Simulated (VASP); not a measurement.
# Hf (P6/mmm) in VASP: a series of runs

Runs on Hf. Level: PBE. Tasks: single point.

All numbers are computed with VASP 6.6.1; they aren't measurements. Logs are shortened: lines on timing, memory, paths and dates and some standing lists are left out, and cuts for length are marked.

### 1 The cell of the first run

It takes space group P6/mmm (No. 191, hexagonal). The conventional cell has a = 4.552 Å, b = 4.552 Å, c = 2.834 Å, α = 90.00°, β = 90.00°, γ = 120.00°. Hf (site symmetry -6m2) has 11 Hf at 2.63 to 2.99 Å within 3.5 Å. Within 3.7 Å of Hf (site symmetry 6/mmm) lie 14 Hf at 2.83 to 2.99 Å.

### 2 Single point, PBE (volume scaled by 0.760)

File INCAR:

```
ALGO = Fast ; EDIFF = 1E-7
ENCUT = 520 ; GGA = PE
ISIF = 2 ; ISMEAR = 0
LASPH = True ; LCHARG = False
LREAL = False ; LWAVE = False
NBANDS = 22 ; NELM = 60
PREC = Accurate ; SIGMA = 0.05
```

File KPOINTS:

```
k-points
0
Gamma
  10 10 14
```

File POSCAR:

```
Hf
1.0
    4.5523109945      0.0000000000      0.0000000000
   -2.2761554973      3.9424169672      0.0000000000
    0.0000000000      0.0000000000      2.8337314721
Hf
3
Direct
    0.6666666667      0.3333333333      0.5000000000
    0.3333333333      0.6666666667      0.5000000000
    0.0000000000      0.0000000000      0.0000000000
```

Potentials or basis: VASP PAW PBE potentials, release 64 (Hf_pv).

The run is started by

```bash
$ cat potpaw_PBE.64/Hf_pv/POTCAR > POTCAR
$ mpirun -np 1 vasp_std > vasp.out
```

OUTCAR:

```text
EDIFF = 1E-7
   ENCUT = 520
   GGA = PE
   ISIF = 2
   ISMEAR = 0
   LASPH = True
   LREAL = False
   NELM = 60
   PREC = Accurate

 ion  position               nearest neighbor table
   1  0.667  0.333  0.500-   2 2.63   2 2.63   2 2.63   3 2.99   3 2.99   3 2.99   3 2.99   3 2.99
                             3 2.99   2 3.86   2 3.86   2 3.86   2 3.86   2 3.86   2 3.86
   2  0.333  0.667  0.500-   1 2.63   1 2.63   1 2.63   3 2.99   3 2.99   3 2.99   3 2.99   3 2.99
                             3 2.99   1 3.86   1 3.86   1 3.86   1 3.86   1 3.86   1 3.86
   3  0.000  0.000  0.000-   1 2.99   2 2.99   1 2.99   2 2.99   1 2.99   1 2.99   2 2.99   2 2.99
                             1 2.99   1 2.99   2 2.99   2 2.99

  LATTYP: Found a hexagonal cell.
 ALAT       =     4.5523109945
 C/A-ratio  =     0.6224819604

  Lattice vectors:

 A1 = (   4.5523109945,   0.0000000000,   0.0000000000)
 A2 = (  -2.2761554973,   3.9424169672,   0.0000000000)
 A3 = (   0.0000000000,   0.0000000000,   2.8337314721)

Analysis of symmetry for initial positions (statically):
=====================================================================
 Subroutine PRICEL returns:
 Original cell was already a primitive cell.

 Routine SETGRP: Setting up the symmetry group for a
 hexagonal supercell.

 Subroutine GETGRP returns: Found 24 space group operations
 (whereof 24 operations were pure point group operations)
 out of a pool of 24 trial point group operations.

The static configuration has the point symmetry D_6h.

Analysis of symmetry for dynamics (positions and initial velocities):
=====================================================================
 Subroutine PRICEL returns:
 Original cell was already a primitive cell.

 Routine SETGRP: Setting up the symmetry group for a
 hexagonal supercell.

 Subroutine GETGRP returns: Found 24 space group operations
 (whereof 24 operations were pure point group operations)
 out of a pool of 24 trial point group operations.

The dynamic configuration has the point symmetry D_6h.

 Subroutine INISYM returns: Found 24 space group operations
 (whereof 24 operations are pure point group operations),
 and found     1 'primitive' translations

----------------------------------------------------------------------------------------

                                     Primitive cell
[... 90 lines left out ...]
   LASPH  =      T    aspherical Exc in radial PAW
   ENCUT  =  520.0 eV  38.22 Ry    6.18 a.u.   8.46  8.46  5.27*2*pi/ulx,y,z
   NELM   =     60;   NELMIN=  2; NELMDL= -5     # of ELM steps
   EDIFF  = 0.1E-06   stopping-criterion for ELM
   LREAL  =      F    real-space projection
   EDIFFG = 0.1E-05   stopping-criterion for IOM
   NSW    =      0    number of steps for IOM
   IBRION =     -1    ionic relax: 0-MD 1-quasi-New 2-CG
   NFREE  =      0    steps in history (QN), initial steepest desc. (CG)
   ISIF   =      2    stress and relaxation
   ISYM   =      2    0-nonsym 1-usesym 2-fastsym
   POTIM  = 0.5000    time-step for ionic-motion
   TEBEG  =    0.0;   TEEND  =   0.0 temperature during run
   PSTRESS=    0.0 pullay stress
   NELECT =      30.0000    total number of electrons
   NUPDOWN=      -1.0000    fix difference up-down
   EMIN   =  10.00;   EMAX   =-10.00  energy-range for DOS
   EFERMI =   0.00;   METHOD = LEGACY
   ISMEAR =     0;   SIGMA  =   0.05  broadening in eV -4-tet -1-fermi 0-gaus
   EFERMI_NEDOS =   21; number of points for ismear=-14 and -15
   IALGO  =     68    algorithm
   IMIX   =      4    mixing-type and parameters
     AMIX     =   0.40;   BMIX     =  1.00
     AMIX_MAG =   1.60;   BMIX_MAG =  1.00
  volume/ion in A,a.u.               =      16.95       114.40
  Fermi-wavevector in a.u.,A,eV,Ry     =   1.372980  2.594556 25.647988  1.885074
  Thomas-Fermi vector in A             =   2.498538
   LORBIT       =      0    0 simple, 1 ext, 2 COOP (PROOUT), +10 PAW based schemes
   GGA     = PE    functional components
   LHFCALC =     F    Hartree Fock is set to
   AEXX    =    0.0000 exact exchange contribution
   IVDW    =     0    specifies the selected vdW correction
   LEPSILON=     F    determine dielectric tensor
   LRPA    =     F    only Hartree local field effects (RPA)
 non-spin polarized calculation
 RMM-DIIS sequential band-by-band and
 Gauss-broadening in eV      SIGMA  =   0.05
  energy-cutoff  :      520.00
  volume of cell :       50.86
 maximum number of plane-waves:      1402
 NGX is ok and might be reduce to    36
   NGX = 17   NGY = 17   NGZ = 11

 number of electron      30.0000003 magnetization

 Free energy of the ion-electron system (eV)
  ---------------------------------------------------
  ext. energy  EPLUGINS =         0.00000000
  ---------------------------------------------------
  free energy    TOTEN  =       -27.73807648 eV

  energy without entropy =      -27.73600864  energy(sigma->0) =      -27.73704256

 E-fermi :   6.8226     XC(G=0): -12.6142

 val. band max:        6.8160735000   @ k =   0.3000   0.3000   0.2143
 cond. band min:       6.8423896112   @ k =   0.3000   0.3000   0.2143
 fundamental gap:      0.0263161112
 Fermi energy:         6.8226129632

 k-point     1 :       0.0000    0.0000    0.0000
  band No.  band energies     occupation
      1     -23.8180      2.00000
      2     -23.8180      2.00000
      3     -23.5236      2.00000
      4     -23.5236      2.00000
      5     -22.7421      2.00000
      6     -22.2739      2.00000
[... 589 lines left out ...]
     21      10.7476      0.00000
     22      12.1478      0.00000

 [... further k-points ...]

------------------------ aborting loop because EDIFF is reached ----------------------------------------

  FORCE on cell =-STRESS in cart. coord.  units (eV):
  Direction    XX          YY          ZZ          XY          YZ          ZX
  --------------------------------------------------------------------------------------
  -------------------------------------------------------------------------------------
  Total       14.9671207     14.9671207     15.0967019     -0.0000000     -0.0000000     -0.0000000
  in kB      471.5151707    471.5151707    475.5974181     -0.0000000     -0.0000000     -0.0000000
  external PRESSURE =     472.8759198 kB  Pullay stress =       0.0000000 kB

 VOLUME and BASIS-vectors are now :
 -----------------------------------------------------------------------------
  energy-cutoff  :      520.00
  volume of cell :       50.86
      direct lattice vectors                 reciprocal lattice vectors
     4.552310994  0.000000000  0.000000000     0.219668648  0.126825753  0.000000000
    -2.276155497  3.942416967  0.000000000     0.000000000  0.253651506  0.000000000
     0.000000000  0.000000000  2.833731472     0.000000000  0.000000000  0.352891588

 POSITION                                       TOTAL-FORCE (eV/Angst)
 -----------------------------------------------------------------------------------
      2.27616      1.31414      1.41687         0.000000      0.000000      0.000000
     -0.00000      2.62828      1.41687        -0.000000      0.000000      0.000000
      0.00000      0.00000      0.00000         0.000000      0.000000      0.000000
 -----------------------------------------------------------------------------------
    total drift:                                0.000000      0.000000     -0.000000

  FREE ENERGIE OF THE ION-ELECTRON SYSTEM (eV)
  ---------------------------------------------------
  free  energy   TOTEN  =       -27.7380764822 eV

  energy  without entropy=      -27.7360086401  energy(sigma->0) =      -27.73704256
```

stdout:

```text
POSCAR found type information on POSCAR Hf
 POSCAR found :  1 types and       3 ions
 scaLAPACK will be used
 LDA part: xc-table for (Slater+PW92), standard interpolation
 POSCAR, INCAR and KPOINTS ok, starting setup
 FFT: planning ... GRIDC
 FFT: planning ... GRID_SOFT
 FFT: planning ... GRID
 WAVECAR not read
 entering main loop
```

It took 2 min on 1 thread of Intel Xeon Platinum 8488C (Sapphire Rapids), shared host; peak memory 0.24 GiB.

What came out:

| Item | Value |
| --- | --- |
| Free energy | -27.7381 eV |
| Pressure | 47.3 GPa |
| Band gap on the k mesh | zero (band 15 reaches 7.43 eV, above the bottom of band 16 at 6.38 eV) |

Stress tensor (GPa, compression positive):
```
47.15  0.00  0.00
 0.00 47.15  0.00
 0.00  0.00 47.56
```

Caveat: spin-orbit coupling is left out, which moves the levels of the heavy elements.

### 3 Single point, PBE (volume scaled by 0.800)

File INCAR:

```
SYSTEM = Hf
  PREC = Accurate
  ENCUT = 520
  EDIFF = 1E-6
  ISMEAR = 0
  SIGMA = 0.05
  LREAL = .False.
  LASPH = .True.
  NELM = 60
  ALGO = Fast
  ISIF = 2
  LWAVE = .False.
  LCHARG = .False.
  GGA = PE
  NBANDS = 22
```

File KPOINTS:

```
regular mesh
0
Gamma
  10 10 14
  0 0 0
```

File POSCAR:

```
Hf
1.0
    4.6299464000      0.0000000000      0.0000000000
   -2.3149732000      4.0096512006      0.0000000000
    0.0000000000      0.0000000000      2.8836796244
Hf
3
Direct
    0.6666666667      0.3333333333      0.5000000000
    0.3333333333      0.6666666667      0.5000000000
    0.0000000000      0.0000000000      0.0000000000
```

Potentials or basis: VASP PAW PBE potentials, release 64 (Hf_pv).

The run is started by

```bash
$ cat potpaw_PBE.64/Hf_pv/POTCAR > POTCAR
$ mpirun -np 1 vasp_std > vasp.out
```

OUTCAR:

```text
SYSTEM = Hf
   PREC = Accurate
   ENCUT = 520
   EDIFF = 1E-6
   ISMEAR = 0
   LREAL = .False.
   LASPH = .True.
   NELM = 60
   ISIF = 2
   GGA = PE

 ion  position               nearest neighbor table
   1  0.667  0.333  0.500-   2 2.67   2 2.67   2 2.67   3 3.04   3 3.04   3 3.04   3 3.04   3 3.04
                             3 3.04
   2  0.333  0.667  0.500-   1 2.67   1 2.67   1 2.67   3 3.04   3 3.04   3 3.04   3 3.04   3 3.04
                             3 3.04
   3  0.000  0.000  0.000-   1 3.04   2 3.04   1 3.04   2 3.04   1 3.04   1 3.04   2 3.04   2 3.04
                             1 3.04   1 3.04   2 3.04   2 3.04

  LATTYP: Found a hexagonal cell.
 ALAT       =     4.6299464000
 C/A-ratio  =     0.6228321832

  Lattice vectors:

 A1 = (   4.6299464000,   0.0000000000,   0.0000000000)
 A2 = (  -2.3149732000,   4.0096512006,   0.0000000000)
 A3 = (   0.0000000000,   0.0000000000,   2.8836796244)

Analysis of symmetry for initial positions (statically):
=====================================================================
 Subroutine PRICEL returns:
 Original cell was already a primitive cell.

 Routine SETGRP: Setting up the symmetry group for a
 hexagonal supercell.

[... 170 lines left out ...]
 E-fermi :   6.4221     XC(G=0): -12.3568

 val. band max:        6.4075650888   @ k =   0.4000   0.2000   0.1429
 cond. band min:       6.4259895386   @ k =   0.5000   0.0000   0.0714
 fundamental gap:      0.0184244498
 Fermi energy:         6.4221201082

 k-point     1 :       0.0000    0.0000    0.0000
  band No.  band energies     occupation
      1     -24.1869      2.00000
      2     -24.1869      2.00000
      3     -23.9701      2.00000
      4     -23.9701      2.00000
      5     -23.2843      2.00000
      6     -22.8843      2.00000
[... 589 lines left out ...]
     21      10.1777      0.00000
     22      11.4901      0.00000

 [... further k-points ...]

------------------------ aborting loop because EDIFF is reached ----------------------------------------

  FORCE on cell =-STRESS in cart. coord.  units (eV):
  Direction    XX          YY          ZZ          XY          YZ          ZX
  --------------------------------------------------------------------------------------
  -------------------------------------------------------------------------------------
  Total       11.6650816     11.6650816     11.7547392      0.0000000      0.0000000      0.0000000
  in kB      349.1152317    349.1152317    351.7985247      0.0000000      0.0000000      0.0000000
  external PRESSURE =     350.0096627 kB  Pullay stress =       0.0000000 kB

 VOLUME and BASIS-vectors are now :
 -----------------------------------------------------------------------------
  energy-cutoff  :      520.00
  volume of cell :       53.53
      direct lattice vectors                 reciprocal lattice vectors
     4.629946400  0.000000000  0.000000000     0.215985222  0.124699126  0.000000000
    -2.314973200  4.009651201  0.000000000     0.000000000  0.249398252  0.000000000
     0.000000000  0.000000000  2.883679624     0.000000000  0.000000000  0.346779161

 POSITION                                       TOTAL-FORCE (eV/Angst)
 -----------------------------------------------------------------------------------
      2.31497      1.33655      1.44184        -0.000000      0.000000     -0.000000
     -0.00000      2.67310      1.44184         0.000000     -0.000000      0.000000
      0.00000      0.00000      0.00000         0.000000      0.000000     -0.000000
 -----------------------------------------------------------------------------------
    total drift:                                0.000000     -0.000000     -0.000000

  FREE ENERGIE OF THE ION-ELECTRON SYSTEM (eV)
  ---------------------------------------------------
  free  energy   TOTEN  =       -28.4223619499 eV

  energy  without entropy=      -28.4193080384  energy(sigma->0) =      -28.42083499
```

stdout:

```text
POSCAR found type information on POSCAR Hf
 POSCAR found :  1 types and       3 ions
 scaLAPACK will be used
 LDA part: xc-table for (Slater+PW92), standard interpolation
 POSCAR, INCAR and KPOINTS ok, starting setup
 FFT: planning ... GRIDC
 FFT: planning ... GRID_SOFT
 FFT: planning ... GRID
 WAVECAR not read
 entering main loop
```

It took 1.7 min on 1 thread of Intel Xeon Platinum 8488C (Sapphire Rapids), shared host; peak memory 0.24 GiB.

What came out:

| Property | Result |
| --- | --- |
| Free energy | -28.4224 eV |
| Pressure | 35.0 GPa |
| Band gap on the k mesh | zero (band 15 reaches 6.97 eV, above the bottom of band 16 at 5.91 eV) |

Caveat: spin-orbit coupling is left out, which moves the levels of the heavy elements.
